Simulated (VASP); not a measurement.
# Tl (P6_3/mmc) in VASP: further runs, part 2 of 2

VASP 6.6.1. Earlier steps stand in the parts before.

### 3 Single point, PBEsol

This run uses another cell than the first one, of the same volume but with other edges.

INCAR reads:

```
  ALGO = Fast
  EDIFF = 1E-6
  ENCUT = 520
  GGA = PS
  ISIF = 2
  ISMEAR = 0
  LASPH = True
  LCHARG = False
  LREAL = False
  LWAVE = False
  NBANDS = 20
  NELM = 80
  PREC = Accurate
  SIGMA = 0.15
```

KPOINTS reads:

```
k-points
0
Gamma
  18 18 10
```

POSCAR reads:

```
Tl
1.0
    3.7228613740      0.0000000000      0.0000000000
   -1.8614306870      3.2240925246      0.0000000000
    0.0000000000      0.0000000000      4.7613006650
Tl
2
Direct
    0.3333333333      0.6666666667      0.2500000000
    0.6666666667      0.3333333333      0.7500000000
```

Potentials or basis: VASP PAW PBE potentials, release 64 (Tl_d).

Started as:

```
$ cat potpaw_PBE.64/Tl_d/POTCAR > POTCAR
$ mpirun -np 1 vasp_std > vasp.out
```

OUTCAR:

```text
EDIFF = 1E-6
   ENCUT = 520
   GGA = PS
   ISIF = 2
   ISMEAR = 0
   LASPH = True
   LREAL = False
   NELM = 80
   PREC = Accurate

 ion  position               nearest neighbor table
   1  0.333  0.667  0.250-   2 3.21   2 3.21   2 3.21   2 3.21   2 3.21   2 3.21
   2  0.667  0.333  0.750-   1 3.21   1 3.21   1 3.21   1 3.21   1 3.21   1 3.21

  LATTYP: Found a hexagonal cell.
 ALAT       =     3.7228613740
 C/A-ratio  =     1.2789357934

  Lattice vectors:

 A1 = (   3.7228613740,   0.0000000000,   0.0000000000)
 A2 = (  -1.8614306870,   3.2240925246,   0.0000000000)
 A3 = (   0.0000000000,   0.0000000000,   4.7613006650)

Analysis of symmetry for initial positions (statically):
=====================================================================
 Subroutine PRICEL returns:
 Original cell was already a primitive cell.

 Routine SETGRP: Setting up the symmetry group for a
 hexagonal supercell.

 Subroutine GETGRP returns: Found 24 space group operations
 (whereof 12 operations were pure point group operations)
 out of a pool of 24 trial point group operations.

The static configuration has the point symmetry D_3d.
 The point group associated with its full space group is D_6h.

Analysis of symmetry for dynamics (positions and initial velocities):
=====================================================================
 Subroutine PRICEL returns:
 Original cell was already a primitive cell.

 Routine SETGRP: Setting up the symmetry group for a
 hexagonal supercell.

 Subroutine GETGRP returns: Found 24 space group operations
 (whereof 12 operations were pure point group operations)
 out of a pool of 24 trial point group operations.

The dynamic configuration has the point symmetry D_3d.
 The point group associated with its full space group is D_6h.

 Subroutine INISYM returns: Found 24 space group operations
[... 105 lines left out ...]
   POTIM  = 0.5000    time-step for ionic-motion
   TEBEG  =    0.0;   TEEND  =   0.0 temperature during run
   PSTRESS=    0.0 pullay stress
   NELECT =      26.0000    total number of electrons
   NUPDOWN=      -1.0000    fix difference up-down
   EMIN   =  10.00;   EMAX   =-10.00  energy-range for DOS
   EFERMI =   0.00;   METHOD = LEGACY
   ISMEAR =     0;   SIGMA  =   0.15  broadening in eV -4-tet -1-fermi 0-gaus
   EFERMI_NEDOS =   21; number of points for ismear=-14 and -15
   IALGO  =     68    algorithm
   IMIX   =      4    mixing-type and parameters
     AMIX     =   0.40;   BMIX     =  1.00
     AMIX_MAG =   1.60;   BMIX_MAG =  1.00
  volume/ion in A,a.u.               =      28.57       192.83
  Fermi-wavevector in a.u.,A,eV,Ry     =   1.259107  2.379367 21.570001  1.585350
  Thomas-Fermi vector in A             =   2.392683
   LORBIT       =      0    0 simple, 1 ext, 2 COOP (PROOUT), +10 PAW based schemes
   GGA     = PS    functional components
   LHFCALC =     F    Hartree Fock is set to
   AEXX    =    0.0000 exact exchange contribution
   IVDW    =     0    specifies the selected vdW correction
   LEPSILON=     F    determine dielectric tensor
   LRPA    =     F    only Hartree local field effects (RPA)
 non-spin polarized calculation
 RMM-DIIS sequential band-by-band and
 Gauss-broadening in eV      SIGMA  =   0.15
  energy-cutoff  :      520.00
  volume of cell :       57.15
 maximum number of plane-waves:      1556
 NGX is ok and might be reduce to    28

 number of electron      26.0000004 magnetization

 Free energy of the ion-electron system (eV)
  ---------------------------------------------------
  ext. energy  EPLUGINS =         0.00000000
  ---------------------------------------------------
  free energy    TOTEN  =        -5.16452218 eV

  energy without entropy =       -5.15711959  energy(sigma->0) =       -5.16082088

 E-fermi :   6.3644     XC(G=0): -10.3403

 val. band max:        6.3201923011   @ k =   0.2222   0.1111   0.0000
 cond. band min:       6.3827523839   @ k =   0.3333   0.2778   0.3000
 fundamental gap:      0.0625600828
 Fermi energy:         6.3643631018

 k-point     1 :       0.0000    0.0000    0.0000
  band No.  band energies     occupation
      1      -5.4563      2.00000
      2      -5.2785      2.00000
      3      -5.2785      2.00000
      4      -5.1180      2.00000
      5      -5.1180      2.00000
      6      -5.0270      2.00000
[... 541 lines left out ...]
     19      14.2832      0.00000
     20      15.3345      0.00000

 [... further k-points ...]
[... 5 lines left out ...]
  --------------------------------------------------------------------------------------
  -------------------------------------------------------------------------------------
  Total        0.0095968      0.0095968      1.3170155      0.0000000      0.0000000      0.0000000
  in kB        0.2690449      0.2690449     36.9225353      0.0000000      0.0000000      0.0000000
  external PRESSURE =      12.4868751 kB  Pullay stress =       0.0000000 kB

 VOLUME and BASIS-vectors are now :
 -----------------------------------------------------------------------------
  energy-cutoff  :      520.00
  volume of cell :       57.15
      direct lattice vectors                 reciprocal lattice vectors
     3.722861374  0.000000000  0.000000000     0.268610593  0.155082398  0.000000000
    -1.861430687  3.224092525  0.000000000     0.000000000  0.310164796  0.000000000
     0.000000000  0.000000000  4.761300665     0.000000000  0.000000000  0.210026644

 POSITION                                       TOTAL-FORCE (eV/Angst)
 -----------------------------------------------------------------------------------
     -0.00000      2.14940      1.19033         0.000000     -0.000000      0.000000
      1.86143      1.07470      3.57098        -0.000000      0.000000      0.000000
 -----------------------------------------------------------------------------------
    total drift:                               -0.000000      0.000000      0.000000

  FREE ENERGIE OF THE ION-ELECTRON SYSTEM (eV)
  ---------------------------------------------------
  free  energy   TOTEN  =        -5.1645221775 eV

  energy  without entropy=       -5.1571195877  energy(sigma->0) =       -5.16082088
```

OSZICAR:

```text
N       E                     dE             d eps       ncg     rms          rms(c)
DAV:   1     0.131942958527E+03    0.13194E+03   -0.14163E+04  8928   0.123E+03
DAV:   2    -0.265551277134E+01   -0.13460E+03   -0.13216E+03  9776   0.278E+02
DAV:   3    -0.522786242089E+01   -0.25723E+01   -0.25639E+01 10108   0.339E+01
DAV:   4    -0.524435693429E+01   -0.16495E-01   -0.16494E-01  9348   0.290E+00
DAV:   5    -0.524459831924E+01   -0.24138E-03   -0.24138E-03  9808   0.346E-01    0.344E+00
RMM:   6    -0.517737318318E+01    0.67225E-01   -0.10562E-01  8888   0.218E+00    0.233E+00
RMM:   7    -0.516564331193E+01    0.11730E-01   -0.54827E-02  8982   0.170E+00    0.875E-01
RMM:   8    -0.516453350438E+01    0.11098E-02   -0.53143E-03  9068   0.498E-01    0.869E-02
RMM:   9    -0.516452118182E+01    0.12323E-04   -0.31687E-04  9770   0.142E-01    0.346E-02
RMM:  10    -0.516452129620E+01   -0.11439E-06   -0.51200E-05  9776   0.576E-02    0.217E-03
RMM:  11    -0.516452221870E+01   -0.92250E-06   -0.10932E-05  8402   0.239E-02    0.196E-03
RMM:  12    -0.516452217749E+01    0.41216E-07   -0.26532E-06  5955   0.108E-02
   1 F= -.51645222E+01 E0= -.51608209E+01  d E =-.740259E-02
```

Run time: 67 s. Hardware: 1 thread of Intel Xeon 6975P-C (Granite Rapids), shared host; peak memory 0.31 GiB.

Results:

- Free energy: -5.1645 eV
- Pressure: 1.2 GPa
- Band gap on the k mesh: zero (band 13 reaches 12.88 eV, above the bottom of band 14 at 4.10 eV)

Caveat: the PAW data sets were made with another functional, which shifts forces and pressure a little; spin-orbit coupling is left out, which moves the levels of the heavy elements.

### 4 Single point, PBEsol

This run uses another cell than the first one, of the same volume but with other edges.

INCAR reads:

```
PREC = Accurate
ENCUT = 520
EDIFF = 1E-7
ISMEAR = 0
SIGMA = 0.15
LREAL = False
LASPH = True
NELM = 80
ALGO = Fast
ISIF = 2
LWAVE = False
LCHARG = False
GGA = PS
NBANDS = 20
```

KPOINTS reads:

```
regular mesh
0
Gamma
  18 18 10
```

POSCAR reads:

```
Tl
1.0
    3.1665941845      0.0000000000      0.0000000000
   -1.5832970923      2.7423510073      0.0000000000
    0.0000000000      0.0000000000      6.5810397992
Tl
2
Direct
    0.3333333333      0.6666666667      0.2500000000
    0.6666666667      0.3333333333      0.7500000000
```

Started as:

```
$ cat potpaw_PBE.64/Tl_d/POTCAR > POTCAR
$ mpirun -np 1 vasp_std > vasp.out
```

It took 5.5 min on 1 thread of AMD EPYC 9755, shared host; peak memory 0.28 GiB.

The run converged. Its results:

- Free energy: -5.0307 eV
- Pressure: 2.4 GPa
- Band gap on the k mesh: zero (band 13 reaches 8.45 eV, above the bottom of band 14 at 4.05 eV)

Stress tensor (GPa, compression positive):
```
 5.09  0.00  0.00
 0.00  5.09  0.00
 0.00  0.00 -3.06
```

Levels at points of the mesh, in eV from the Fermi level:
```
           k point  band 11  band 12  band 13  band 14  band 15  band 16
(0.00, 0.00, 0.00)   -10.18    -7.51    -3.52     5.08     9.17    11.41
(0.50, 0.00, 0.00)    -4.68    -4.00    -1.89    -1.21     1.46     3.46
(0.00, 0.00, 0.50)    -9.22    -9.22     0.09     0.09    12.00    12.00
(0.50, 0.00, 0.50)    -4.08    -4.08    -2.41    -2.41     4.18     4.18
```

Caveat: the PAW data sets were made with another functional, which shifts forces and pressure a little; spin-orbit coupling is left out, which moves the levels of the heavy elements.

### 5 The runs side by side

| cell | further INCAR settings | gap on the mesh (eV) | pressure (GPa) |
| --- | --- | --- | --- |
| a = 3.400, b = 3.400, c = 5.708 Å, angles 90.0, 90.0, 120.0°, 2 atoms | ALGO = Fast; EDIFF = 1e-07; NBANDS = 20 | none | -0.1 |
| a = 3.723, b = 3.723, c = 4.761 Å, angles 90.0, 90.0, 120.0°, 2 atoms | ALGO = Fast; EDIFF = 1e-06; NBANDS = 20 | none | 1.2 |
| a = 3.167, b = 3.167, c = 6.581 Å, angles 90.0, 90.0, 120.0°, 2 atoms | ALGO = Fast; EDIFF = 1e-07; NBANDS = 20 | none | 2.4 |

Alike in all rows: task single point; level PBEsol; potentials or basis VASP PAW PBE potentials, release 64 (Tl_d); no spin polarisation; k mesh 18 × 18 × 10; cutoff (eV) 520; smearing gaussian 0.15 eV.

Caveats: the PAW data sets were made with another functional, which shifts forces and pressure a little; spin-orbit coupling is left out, which moves the levels of the heavy elements.

Absolute energies hang on the potentials; compare differences alone.
